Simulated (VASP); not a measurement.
# TiB2 (P6/mmm) in VASP: a series of runs

TiB2 is run at these levels: PBEsol; tasks: relaxation of shape and atoms at fixed volume.

Everything below comes from runs of VASP 6.6.1. Logs are shortened: lines on timing, memory, paths and dates and some standing lists are left out, and cuts for length are marked.

## (1) The cell of the first run

Symmetry: P6/mmm, No. 191, hexagonal system. The conventional cell has a = 3.072 Å, b = 3.072 Å, c = 3.257 Å, α = 90.00°, β = 90.00°, γ = 120.00°. Within 3.3 Å of Ti (site symmetry 6/mmm) lie 12 B at 2.41 Å and 8 Ti at 3.07 to 3.26 Å. B (site symmetry -6m2) has 3 B at 1.77 Å and 6 Ti at 2.41 Å within 2.5 Å.

## (2) Relaxation of shape and atoms at fixed volume, PBEsol (8.87 Å³/atom)

Contents of INCAR:

```
PREC = Accurate
ENCUT = 600
EDIFF = 1E-6
ISMEAR = 0
SIGMA = 0.1
LREAL = False
LASPH = True
NELM = 80
ALGO = Normal
ISIF = 4
LWAVE = False
LCHARG = False
GGA = PS
IBRION = 2
NSW = 50
EDIFFG = -0.01
```

Contents of KPOINTS:

```
Automatic mesh
0
Gamma
  18 18 14
```

Contents of POSCAR:

```
TiB2
1.0
    3.0721037077      0.0000000000      0.0000000000
   -1.5360518538      2.6605198540      0.0000000000
    0.0000000000      0.0000000000      3.2573379224
Ti B
1 2
Direct
    0.0000000000      0.0000000000      0.0000000000
    0.3333333333      0.6666666667      0.5000000000
    0.6666666667      0.3333333333      0.5000000000
```

Potentials or basis: VASP PAW PBE potentials, release 64 (Ti_sv, B).

Started as:

```sh
$ cat potpaw_PBE.64/Ti_sv/POTCAR potpaw_PBE.64/B/POTCAR > POTCAR
$ mpirun -np 1 vasp_std > vasp.out
```

OUTCAR:

```text
PREC = Accurate
   ENCUT = 600
   EDIFF = 1E-6
   ISMEAR = 0
   LREAL = False
   LASPH = True
   NELM = 80
   ISIF = 4
   GGA = PS
   IBRION = 2
   NSW = 50
   EDIFFG = -0.01

 ion  position               nearest neighbor table
   1  0.000  0.000  0.000-   2 2.41   3 2.41   2 2.41   3 2.41   3 2.41   3 2.41   2 2.41   2 2.41
                             3 2.41   3 2.41   2 2.41   2 2.41
   2  0.333  0.667  0.500-   3 1.77   3 1.77   3 1.77   1 2.41   1 2.41   1 2.41   1 2.41   1 2.41
                             1 2.41
   3  0.667  0.333  0.500-   2 1.77   2 1.77   2 1.77   1 2.41   1 2.41   1 2.41   1 2.41   1 2.41
                             1 2.41

  LATTYP: Found a hexagonal cell.
 ALAT       =     3.0721037077
 C/A-ratio  =     1.0602955604

  Lattice vectors:

 A1 = (   3.0721037077,   0.0000000000,   0.0000000000)
 A2 = (  -1.5360518538,   2.6605198540,   0.0000000000)
 A3 = (   0.0000000000,   0.0000000000,   3.2573379224)

Analysis of symmetry for initial positions (statically):
=====================================================================
 Subroutine PRICEL returns:
 Original cell was already a primitive cell.

 Routine SETGRP: Setting up the symmetry group for a
 hexagonal supercell.

 Subroutine GETGRP returns: Found 24 space group operations
 (whereof 24 operations were pure point group operations)
 out of a pool of 24 trial point group operations.

The static configuration has the point symmetry D_6h.

Analysis of symmetry for dynamics (positions and initial velocities):
=====================================================================
 Subroutine PRICEL returns:
 Original cell was already a primitive cell.

 Routine SETGRP: Setting up the symmetry group for a
 hexagonal supercell.

 Subroutine GETGRP returns: Found 24 space group operations
 (whereof 24 operations were pure point group operations)
 out of a pool of 24 trial point group operations.

The dynamic configuration has the point symmetry D_6h.

 Subroutine INISYM returns: Found 24 space group operations
 (whereof 24 operations are pure point group operations),
 and found     1 'primitive' translations

----------------------------------------------------------------------------------------

                                     Primitive cell

  volume of cell :      26.6235

  direct lattice vectors                    reciprocal lattice vectors
[... 159 lines left out ...]

 POSITION                                       TOTAL-FORCE (eV/Angst)
 -----------------------------------------------------------------------------------
      0.00000      0.00000      0.00000        -0.000000      0.000000     -0.000000
     -0.00000      1.77368      1.62867         0.000000     -0.000000     -0.000000
      1.53605      0.88684      1.62867         0.000000      0.000000      0.000000
 -----------------------------------------------------------------------------------
    total drift:                               -0.000000      0.000000      0.000000

  FREE ENERGIE OF THE ION-ELECTRON SYSTEM (eV)
  ---------------------------------------------------
  free  energy   TOTEN  =       -25.7312413047 eV

  energy  without entropy=      -25.7294167357  energy(sigma->0) =      -25.73032902

--------------------------------------- Ionic step        2  -------------------------------------------

 number of electron      17.9999999 magnetization

 Free energy of the ion-electron system (eV)
  ---------------------------------------------------
  ext. energy  EPLUGINS =         0.00000000
  ---------------------------------------------------
  free energy    TOTEN  =       -25.73147317 eV

  energy without entropy =      -25.72966976  energy(sigma->0) =      -25.73057147

 E-fermi :   9.5404     XC(G=0): -12.6946

 val. band max:        9.5319356375   @ k =   0.0556   0.0556   0.5000
 cond. band min:       9.5469488675   @ k =   0.0556   0.0556   0.2857
 fundamental gap:      0.0150132300
 Fermi energy:         9.5403757516

 k-point     1 :       0.0000    0.0000    0.0000
  band No.  band energies     occupation
      1     -47.2808      2.00000
      2     -23.7315      2.00000
      3     -23.4359      2.00000
      4     -23.4359      2.00000
      5      -3.7551      2.00000
      6       6.9805      2.00000
      7       6.9805      2.00000
      8       7.2376      2.00000
      9       7.4514      2.00000
     10      11.2961      0.00000
     11      11.2961      0.00000
     12      13.0275      0.00000
     13      13.0275      0.00000
[... 354 lines left out ...]
  band No.  band energies     occupation
      1     -47.2337      2.00000
      2     -23.7720      2.00000
      3     -23.6710      2.00000
      4     -23.5430      2.00000
      5      -0.2780      2.00000
      6       1.3268      2.00000
      7       5.1354      2.00000
      8       6.5569      2.00000
      9       8.4059      2.00000
     10       9.9641      0.00000
     11      11.6909      0.00000
     12      12.4332      0.00000
     13      13.8082      0.00000

 [... further k-points ...]

------------------------ aborting loop because EDIFF is reached ----------------------------------------

  FORCE on cell =-STRESS in cart. coord.  units (eV):
  Direction    XX          YY          ZZ          XY          YZ          ZX
  --------------------------------------------------------------------------------------
  -------------------------------------------------------------------------------------
  Total       -2.2341543     -2.2341543     -2.2313982     -0.0000000      0.0000000      0.0000000
  in kB     -134.4493036   -134.4493036   -134.2834448     -0.0000000      0.0000000      0.0000000
  external PRESSURE =    -134.3940173 kB  Pullay stress =       0.0000000 kB

 VOLUME and BASIS-vectors are now :
 -----------------------------------------------------------------------------
  energy-cutoff  :      600.00
  volume of cell :       26.62
      direct lattice vectors                 reciprocal lattice vectors
     3.068678718 -0.000000000  0.000000000     0.325873150  0.188142951  0.000000000
    -1.534339359  2.657553726 -0.000000000     0.000000000  0.376285902  0.000000000
     0.000000000 -0.000000000  3.264613089    -0.000000000  0.000000000  0.306315013

 POSITION                                       TOTAL-FORCE (eV/Angst)
 -----------------------------------------------------------------------------------
      3.06868     -0.00000      3.26461         0.000000     -0.000000      0.000000
     -0.00000      1.77170      1.63231        -0.000000     -0.000000      0.000000
      1.53434      0.88585      1.63231         0.000000      0.000000     -0.000000
 -----------------------------------------------------------------------------------
    total drift:                                0.000000      0.000000      0.000000

  FREE ENERGIE OF THE ION-ELECTRON SYSTEM (eV)
  ---------------------------------------------------
  free  energy   TOTEN  =       -25.7314731677 eV

  energy  without entropy=      -25.7296697624  energy(sigma->0) =      -25.73057147

 reached required accuracy - stopping structural energy minimisation
```

CONTCAR:

```text
TiB2
   1.00000000000000
     3.0686787180436599   -0.0000000000021532    0.0000000000000000
    -1.5343393589737506    2.6575537259455788   -0.0000000000000000
     0.0000000000000000   -0.0000000000000000    3.2646130890729372
  Ti              B
     1     2
Direct
     1.0000000000000000    0.0000000000000000    1.0000000000000000
     0.3333333332999970    0.6666666667000030    0.5000000000000000
     0.6666666667000030    0.3333333332999970    0.5000000000000000

  0.00000000E+00  0.00000000E+00  0.00000000E+00
  0.00000000E+00  0.00000000E+00  0.00000000E+00
  0.00000000E+00  0.00000000E+00  0.00000000E+00
```

Wall time 4.5 min (1 thread of Intel Xeon 8259CL, shared host); peak memory 0.27 GiB.

Results:

- Free energy: -25.7315 eV
- Energy gained by relaxing: 0.1 meV/atom
- Ionic steps: 2
- Pressure after relaxing: -13.4 GPa
- Band gap on the k mesh: zero (bands 9 and 10 overlap by 0.57 eV)

Step by step:
```csv
step,energy change (eV),largest force (eV/Å),pressure (GPa),volume (Å³)
1,0.0000,0.0000,-13.54,26.62
2,-0.0002,0.0000,-13.44,26.62
```

Final structure:
```
CELL_PARAMETERS angstrom
3.06868 0.00000 0.00000
-1.53434 2.65755 0.00000
0.00000 0.00000 3.26461
ATOMIC_POSITIONS crystal
Ti 0.00000 0.00000 0.00000
B 0.33333 0.66667 0.50000
B 0.66667 0.33333 0.50000
```

Caveat: the PAW data sets were made with another functional, which shifts forces and pressure a little.

## (3) Relaxation of shape and atoms at fixed volume, PBEsol (9.21 Å³/atom)

This run uses another cell than the first one, of 9.21 Å³/atom.

Changes to INCAR since step 2:

```diff
@@ -7,3 +7,3 @@
 LASPH = True
-NELM = 80
+NELM = 100
 ALGO = Normal
```

Contents of KPOINTS:

```
regular mesh
0
Gamma
  18 18 14
```

Contents of POSCAR:

```
TiB2
1.0
    3.1066033204      0.0000000000      0.0000000000
   -1.5533016602      2.6903973950      0.0000000000
    0.0000000000      0.0000000000      3.3055960134
Ti B
1 2
Direct
    0.0000000000      0.0000000000      0.0000000000
    0.3333333333      0.6666666667      0.5000000000
    0.6666666667      0.3333333333      0.5000000000
```

Potentials or basis: VASP PAW PBE potentials, release 64 (Ti_sv, B).

Started as:

```sh
$ cat potpaw_PBE.64/Ti_sv/POTCAR potpaw_PBE.64/B/POTCAR > POTCAR
$ mpirun -np 1 vasp_std > vasp.out
```

It took 4.1 min on 1 thread of Intel Xeon 8259CL, shared host; peak memory 0.27 GiB.

The run converged. Its results:

```
Free energy               : -25.6248 eV
Energy gained by relaxing : 0.2 meV/atom
Ionic steps               : 2
Pressure after relaxing   : -20.6 GPa
Band gap on the k mesh    : zero (bands 9 and 10 overlap by 0.59 eV)
```

Step by step:
```csv
step,energy change (eV),largest force (eV/Å),pressure (GPa),volume (Å³)
1,0.0000,0.0000,-20.75,27.63
2,-0.0005,0.0000,-20.60,27.63
```

Final structure:
```yaml
crystal:
  lattice:
    - [3.10147, 0.00000, 0.00000]
    - [-1.55073, 2.68595, 0.00000]
    - [0.00000, 0.00000, 3.31655]
  atoms:
    - { symbol: Ti, position: [0.00000, 0.00000, 0.00000] }
    - { symbol: B, position: [0.33333, 0.66667, 0.50000] }
    - { symbol: B, position: [0.66667, 0.33333, 0.50000] }
```

Levels at points of the mesh, in eV from the Fermi level:
```
           k point  band 5  band 6  band 7  band 8  band 9  band 10  band 11  band 12  band 13
(0.00, 0.00, 0.00)  -13.09   -2.45   -2.45   -2.34   -2.02     1.65     1.65     3.29     3.29
(0.50, 0.00, 0.00)   -9.06   -9.03   -3.15   -3.06   -2.14     1.15     2.45     2.87     3.14
(0.00, 0.00, 0.50)  -11.36   -7.34   -0.54   -0.54   -0.20    -0.20     0.36     0.36     1.39
(0.50, 0.00, 0.50)   -9.42   -7.38   -4.39   -3.62   -3.12     2.16     2.61     3.94     4.12
```

Caveat: the PAW data sets were made with another functional, which shifts forces and pressure a little.
